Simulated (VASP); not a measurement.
Runs of VASP 6.6.1 on Pd. The structure is that of space group P6_3/mmc (No. 194), or close to it. The cells are those of the table. 

| task | cell | gap on the mesh (eV) | pressure (GPa) |
| --- | --- | --- | --- |
| single point | a = 2.718, b = 2.718, c = 4.533 Å, angles 90.0, 90.0, 120.0°, 2 atoms | none | 11.6 |
| electric field gradients | a = 2.793, b = 2.793, c = 4.657 Å, angles 90.0, 90.0, 120.0°, 2 atoms | none | (b) |
| single point | a = 2.829, b = 2.829, c = 4.717 Å, angles 90.0, 90.0, 120.0°, 2 atoms | none | -8.4 |
| single point | a = 2.756, b = 2.756, c = 4.595 Å, angles 90.0, 90.0, 120.0°, 2 atoms | none | (a) |
| single point | a = 2.793, b = 2.793, c = 4.657 Å, angles 90.0, 90.0, 120.0°, 2 atoms | none | -3.4 |

Alike in all rows: level PBE; potentials or basis VASP PAW PBE potentials, release 64 (Pd); no spin polarisation; k mesh 15 × 15 × 8; cutoff (eV) 520; smearing fermi-dirac 0.08 eV.

Problem. Estimate the missing entries.

Solution. (a) 3.2; (b) -3.3.

A k mesh can miss the band edges, and the runs leave out spin-orbit coupling on Pd.

A gap of «none» marks levels without a gap at the run's occupations.
